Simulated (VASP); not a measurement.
# I (P2_1) in VASP: single point with PBEsol

Aim: the single point of I with PBEsol.

Program: VASP 6.6.1. These are calculated values, not measurements. Logs are shortened: lines on timing, memory, paths and dates and some standing lists are left out, and cuts for length are marked.

### 1 The cell of the first run

The structure is monoclinic, space group P2_1 (No. 4). Conventional cell: a = 4.263 Å, b = 10.096 Å, c = 4.585 Å, α = 90.00°, β = 110.78°, γ = 90.00°. I (site symmetry 1) has 3 I at 2.83 to 3.84 Å within 3.9 Å. Within 3.9 Å of I (site symmetry 1) lie 3 I at 2.83 to 3.84 Å.

### 2 Single point, PBEsol (strained and its atoms moved)

File INCAR:

```
SYSTEM = I
PREC = Accurate
ENCUT = 520
EDIFF = 1E-6
ISMEAR = 0
SIGMA = 0.02
LREAL = .FALSE.
LASPH = .TRUE.
NELM = 80
ALGO = Normal
ISIF = 2
LWAVE = .FALSE.
LCHARG = .FALSE.
GGA = PS
NBANDS = 22
```

File KPOINTS:

```
regular mesh
0
G
  8 8 4
  0 0 0
```

File POSCAR:

```
I
1.0
    3.5435344750     -2.3692781250      0.0000000000
    3.7353344750      2.6594781250      0.0000000000
    0.0000000000      0.0000000000     10.0964808000
I
4
Direct
    0.8378521973      0.1205075755      0.1155903820
    0.6621478027      0.3794924245      0.6155903820
    0.1840856392      0.8277833180      0.8844096180
    0.3159143608      0.6722166820      0.3844096180
```

Potentials or basis: VASP PAW PBE potentials, release 64 (I).

The run is started by

```
cat potpaw_PBE.64/I/POTCAR > POTCAR
mpirun -np 1 vasp_std > vasp.out
```

OUTCAR:

```text
SYSTEM = I
   PREC = Accurate
   ENCUT = 520
   EDIFF = 1E-6
   ISMEAR = 0
   LREAL = .FALSE.
   LASPH = .TRUE.
   NELM = 80
   ISIF = 2
   GGA = PS

 ion  position               nearest neighbor table
   1  0.838  0.121  0.116-   3 2.83
   2  0.662  0.379  0.616-   4 2.83
   3  0.184  0.828  0.884-   1 2.83
   4  0.316  0.672  0.384-   2 2.83

  LATTYP: Found a simple monoclinic cell.
 ALAT       =     4.2626418345
 B/A-ratio  =     2.3685970326
 C/A-ratio  =     1.0757090299
 COS(beta)  =    -0.3548208987

  Lattice vectors:

 A1 = (   3.5435344750,  -2.3692781250,   0.0000000000)
 A2 = (   0.0000000000,   0.0000000000,  10.0964808000)
 A3 = (  -3.7353344750,  -2.6594781250,   0.0000000000)

Analysis of symmetry for initial positions (statically):
=====================================================================
 Subroutine PRICEL returns:
 Original cell was already a primitive cell.

 Routine SETGRP: Setting up the symmetry group for a
 simple monoclinic supercell.

 Subroutine GETGRP returns: Found  2 space group operations
 (whereof  1 operations were pure point group operations)
 out of a pool of  4 trial point group operations.

The static configuration has the point symmetry C_1 .
 The point group associated with its full space group is C_2 .

Analysis of symmetry for dynamics (positions and initial velocities):
=====================================================================
 Subroutine PRICEL returns:
 Original cell was already a primitive cell.

 Routine SETGRP: Setting up the symmetry group for a
 simple monoclinic supercell.

 Subroutine GETGRP returns: Found  2 space group operations
 (whereof  1 operations were pure point group operations)
 out of a pool of  4 trial point group operations.

The dynamic configuration has the point symmetry C_1 .
 The point group associated with its full space group is C_2 .

 Subroutine INISYM returns: Found  2 space group operations
 (whereof  1 operations are pure point group operations),
 and found     1 'primitive' translations

----------------------------------------------------------------------------------------

                                     Primitive cell

  volume of cell :     184.5031

  direct lattice vectors                    reciprocal lattice vectors
     3.543534475 -2.369278125  0.000000000     0.145533453 -0.204407067  0.000000000
     3.735334475  2.659478125  0.000000000     0.129652966  0.193911280  0.000000000
     0.000000000  0.000000000 10.096480800     0.000000000  0.000000000  0.099044412

  length of vectors
     4.262641834  4.585362313 10.096480800     0.250922767  0.233262676  0.099044412

  position of ions in fractional coordinates (direct lattice)
     0.837852197  0.120507575  0.115590382
     0.662147803  0.379492425  0.615590382
     0.184085639  0.827783318  0.884409618
     0.315914361  0.672216682  0.384409618

  ion indices of the primitive-cell ions
   primitive index   ion index
                 1           1
                 2           2
                 3           3
                 4           4

----------------------------------------------------------------------------------------

 KPOINTS: regular mesh

Automatic generation of k-mesh.
 Grid dimensions read from file:
 generate k-points for:    8    8    4

 Generating k-lattice:

  Cartesian coordinates                     Fractional coordinates (reciprocal lattice)
     0.018191682 -0.025550883  0.000000000     0.125000000  0.000000000  0.000000000
     0.016206621  0.024238910  0.000000000     0.000000000  0.125000000  0.000000000
     0.000000000  0.000000000  0.024761103     0.000000000  0.000000000  0.250000000

  Length of vectors
     0.031365346  0.029157835  0.024761103

  Shift w.r.t. Gamma in fractional coordinates (k-lattice)
     0.000000000  0.000000000  0.000000000

 Subroutine IBZKPT returns following result:
 ===========================================

 Found    102 irreducible k-points:

 Following reciprocal coordinates:
            Coordinates               Weight
  0.000000  0.000000  0.000000      1.000000
  0.125000 -0.000000  0.000000      2.000000
  0.250000 -0.000000  0.000000      2.000000
  0.375000 -0.000000  0.000000      2.000000
  0.500000 -0.000000  0.000000      1.000000
 -0.000000  0.125000  0.000000      2.000000
[... 16 lines left out ...]
  0.125000  0.375000  0.000000      2.000000
  0.250000  0.375000  0.000000      2.000000
 [... further k-points ...]
   k-points           NKPTS =    102   k-points in BZ     NKDIM =    102   number of bands    NBANDS=     22
   number of dos      NEDOS =    301   number of ions     NIONS =      4
   total plane-waves  NPLWV =  92160
   dimension x,y,z NGX =    32 NGY =   36 NGZ =   80
   dimension x,y,z NGXF=    64 NGYF=   72 NGZF=  160
   ions per type =               4
   NGX,Y,Z   is equivalent  to a cutoff of  12.48, 13.05, 13.17 a.u.
   NGXF,Y,Z  is equivalent  to a cutoff of  24.96, 26.10, 26.35 a.u.
 SYSTEM =  I
   PREC   = accura    normal or accurate (medium, high low for compatibility)
   ISTART =      0    job   : 0-new  1-cont  2-samecut
   ICHARG =      2    charge: 1-file 2-atom 10-const
   ISPIN  =      1    spin polarized calculation?
   LNONCOLLINEAR =      F non collinear calculations
   LSORBIT =      F    spin-orbit coupling
   LASPH  =      T    aspherical Exc in radial PAW
   ENCUT  =  520.0 eV  38.22 Ry    6.18 a.u.   7.93  8.53 18.77*2*pi/ulx,y,z
   NELM   =     80;   NELMIN=  2; NELMDL= -5     # of ELM steps
   EDIFF  = 0.1E-05   stopping-criterion for ELM
   LREAL  =      F    real-space projection
   EDIFFG = 0.1E-04   stopping-criterion for IOM
   NSW    =      0    number of steps for IOM
   IBRION =     -1    ionic relax: 0-MD 1-quasi-New 2-CG
   NFREE  =      0    steps in history (QN), initial steepest desc. (CG)
   ISIF   =      2    stress and relaxation
   ISYM   =      2    0-nonsym 1-usesym 2-fastsym
   POTIM  = 0.5000    time-step for ionic-motion
   TEBEG  =    0.0;   TEEND  =   0.0 temperature during run
   PSTRESS=    0.0 pullay stress
   NELECT =      28.0000    total number of electrons
   NUPDOWN=      -1.0000    fix difference up-down
   EMIN   =  10.00;   EMAX   =-10.00  energy-range for DOS
   EFERMI =   0.00;   METHOD = LEGACY
   ISMEAR =     0;   SIGMA  =   0.02  broadening in eV -4-tet -1-fermi 0-gaus
   EFERMI_NEDOS =   21; number of points for ismear=-14 and -15
   IALGO  =     38    algorithm
   IMIX   =      4    mixing-type and parameters
     AMIX     =   0.40;   BMIX     =  1.00
     AMIX_MAG =   1.60;   BMIX_MAG =  1.00
  volume/ion in A,a.u.               =      46.13       311.27
  Fermi-wavevector in a.u.,A,eV,Ry     =   0.873225  1.650157 10.374747  0.762522
  Thomas-Fermi vector in A             =   1.992586
   LORBIT       =      0    0 simple, 1 ext, 2 COOP (PROOUT), +10 PAW based schemes
   GGA     = PS    functional components
   LHFCALC =     F    Hartree Fock is set to
   AEXX    =    0.0000 exact exchange contribution
   IVDW    =     0    specifies the selected vdW correction
   LEPSILON=     F    determine dielectric tensor
   LRPA    =     F    only Hartree local field effects (RPA)
 non-spin polarized calculation
 Gauss-broadening in eV      SIGMA  =   0.02
  energy-cutoff  :      520.00
  volume of cell :      184.50
 maximum number of plane-waves:      4996
   NGX = 15   NGY = 17   NGZ = 37

 number of electron      27.9999998 magnetization

 Free energy of the ion-electron system (eV)
  ---------------------------------------------------
  ext. energy  EPLUGINS =         0.00000000
  ---------------------------------------------------
  free energy    TOTEN  =        -6.63740523 eV

  energy without entropy =       -6.63740523  energy(sigma->0) =       -6.63740523

 E-fermi :   1.6756     XC(G=0):  -7.8896

 val. band max:        1.5776591113   @ k =   0.5000  -0.0000   0.5000
 cond. band min:       2.5265424009   @ k =   0.3750   0.5000   0.0000
 fundamental gap:      0.9488832896
 Fermi energy:         1.6755713191

 k-point     1 :       0.0000    0.0000    0.0000
  band No.  band energies     occupation
      1     -11.3930      2.00000
      2     -10.9856      2.00000
      3      -9.8016      2.00000
      4      -9.0925      2.00000
      5      -2.3572      2.00000
      6      -1.3306      2.00000
[... 14 lines left out ...]
     21       8.8807      0.00000
     22       9.0782      0.00000

 k-point     2 :       0.1250   -0.0000    0.0000
  band No.  band energies     occupation
      1     -11.3438      2.00000
      2     -10.9598      2.00000
      3      -9.7724      2.00000
      4      -9.1172      2.00000
      5      -2.3469      2.00000
      6      -1.4239      2.00000
[... 14 lines left out ...]
     21       8.7150      0.00000
     22       9.1802      0.00000

 k-point     3 :       0.2500   -0.0000    0.0000
  band No.  band energies     occupation
      1     -11.2125      2.00000
      2     -10.9007      2.00000
      3      -9.6950      2.00000
      4      -9.1907      2.00000
      5      -2.3553      2.00000
      6      -1.7021      2.00000
[... 14 lines left out ...]
     21       8.9951      0.00000
     22       9.5540      0.00000

 k-point     4 :       0.3750   -0.0000    0.0000
  band No.  band energies     occupation
      1     -11.0496      2.00000
      2     -10.8579      2.00000
      3      -9.5944      2.00000
      4      -9.2995      2.00000
      5      -2.4037      2.00000
      6      -2.0594      2.00000
[... 14 lines left out ...]
     21       9.2387      0.00000
     22      10.2586      0.00000

 k-point     5 :       0.5000   -0.0000    0.0000
  band No.  band energies     occupation
      1     -10.9527      2.00000
      2     -10.8642      2.00000
      3      -9.5239      2.00000
      4      -9.3778      2.00000
      5      -2.4039      2.00000
      6      -2.2555      2.00000
[... 14 lines left out ...]
     21       9.8274      0.00000
     22       9.9926      0.00000

 k-point     6 :      -0.0000    0.1250    0.0000
  band No.  band energies     occupation
      1     -11.3568      2.00000
      2     -10.9738      2.00000
      3      -9.7785      2.00000
      4      -9.1222      2.00000
      5      -2.3559      2.00000
      6      -1.4233      2.00000
[... 14 lines left out ...]
     21       8.7083      0.00000
     22       8.9138      0.00000

 k-point     7 :       0.1250    0.1250    0.0000
  band No.  band energies     occupation
      1     -11.3491      2.00000
      2     -10.9530      2.00000
      3      -9.7704      2.00000
      4      -9.0885      2.00000
      5      -2.3222      2.00000
      6      -1.3814      2.00000
[... 324 lines left out ...]
      6      -2.1199      2.00000
[... 14 lines left out ...]
     21       9.6213      0.00000
     22       9.7120      0.00000

 k-point    21 :      -0.1250    0.2500    0.0000
  band No.  band energies     occupation
      1     -11.1587      2.00000
      2     -10.9359      2.00000
      3      -9.6520      2.00000
      4      -9.2957      2.00000
      5      -2.4075      2.00000
      6      -1.9518      2.00000
[... 14 lines left out ...]
     21       9.3061      0.00000
     22       9.6444      0.00000

 k-point    22 :      -0.0000    0.3750    0.0000
  band No.  band energies     occupation
      1     -11.1401      2.00000
      2     -10.9440      2.00000
      3      -9.6300      2.00000
      4      -9.3149      2.00000
      5      -2.4185      2.00000
      6      -2.0522      2.00000
[... 14 lines left out ...]
     21       9.2631      0.00000
     22      10.0836      0.00000

 k-point    23 :       0.1250    0.3750    0.0000
  band No.  band energies     occupation
      1     -11.1837      2.00000
      2     -10.9085      2.00000
      3      -9.6585      2.00000
      4      -9.2130      2.00000
      5      -2.3386      2.00000
      6      -1.8110      2.00000
[... 14 lines left out ...]
     21       9.2466      0.00000
     22       9.3304      0.00000

 k-point    24 :       0.2500    0.3750    0.0000
  band No.  band energies     occupation
      1     -11.1731      2.00000
      2     -10.8485      2.00000
      3      -9.6476      2.00000
      4      -9.1166      2.00000
      5      -2.2255      2.00000
      6      -1.6225      2.00000
[... 14 lines left out ...]
     21       9.1366      0.00000
     22       9.2546      0.00000

 [... further k-points ...]

------------------------ aborting loop because EDIFF is reached ----------------------------------------

  FORCE on cell =-STRESS in cart. coord.  units (eV):
  Direction    XX          YY          ZZ          XY          YZ          ZX
  --------------------------------------------------------------------------------------
  -------------------------------------------------------------------------------------
  Total        0.0555656     -3.3699420     -5.2422008     -0.2525023      0.0000000      0.0000000
  in kB        0.4825177    -29.2637110    -45.5219249     -2.1926647      0.0000000      0.0000000
  external PRESSURE =     -24.7677061 kB  Pullay stress =       0.0000000 kB

 VOLUME and BASIS-vectors are now :
 -----------------------------------------------------------------------------
  energy-cutoff  :      520.00
  volume of cell :      184.50
      direct lattice vectors                 reciprocal lattice vectors
     3.543534475 -2.369278125  0.000000000     0.145533453 -0.204407067  0.000000000
     3.735334475  2.659478125  0.000000000     0.129652966  0.193911280  0.000000000
     0.000000000  0.000000000 10.096480800     0.000000000  0.000000000  0.099044412

 POSITION                                       TOTAL-FORCE (eV/Angst)
 -----------------------------------------------------------------------------------
      3.41909     -1.66462      1.16706         0.079506     -0.467825     -0.166007
      3.76387     -0.55956      6.21530        -0.079506      0.467825     -0.166007
      3.74436      1.76532      8.92942        -0.055268      0.267387      0.166007
      3.63041      1.03926      3.88118         0.055268     -0.267387      0.166007
 -----------------------------------------------------------------------------------
    total drift:                                0.000000      0.000000     -0.000089

  FREE ENERGIE OF THE ION-ELECTRON SYSTEM (eV)
  ---------------------------------------------------
  free  energy   TOTEN  =        -6.6374052336 eV

  energy  without entropy=       -6.6374052336  energy(sigma->0) =       -6.63740523
```

Wall time 14 min (1 thread of Intel Xeon 8259CL, shared host); peak memory 0.49 GiB.

Results:

```
Free energy            : -6.6374 eV
Pressure               : -2.5 GPa
Largest force          : 0.503 eV/Å
Band gap on the k mesh : 0.95 eV (least direct gap 1.09 eV)
```

Forces in eV/Å, atoms in the order of the input:
```
I    0.080 -0.468 -0.166
I   -0.080  0.468 -0.166
I   -0.055  0.267  0.166
I    0.055 -0.267  0.166
```

Stress tensor (GPa, compression positive):
```
 0.05 -0.22  0.00
-0.22 -2.93  0.00
 0.00  0.00 -4.55
```

Caveat: the cell differs from its parent crystal (strained and its atoms moved); this functional lacks dispersion, which holds the molecules together, so the pressure and a relaxed volume are unreliable; the PAW data sets were made with another functional, which shifts forces and pressure a little; spin-orbit coupling is left out, which moves the levels of the heavy elements.
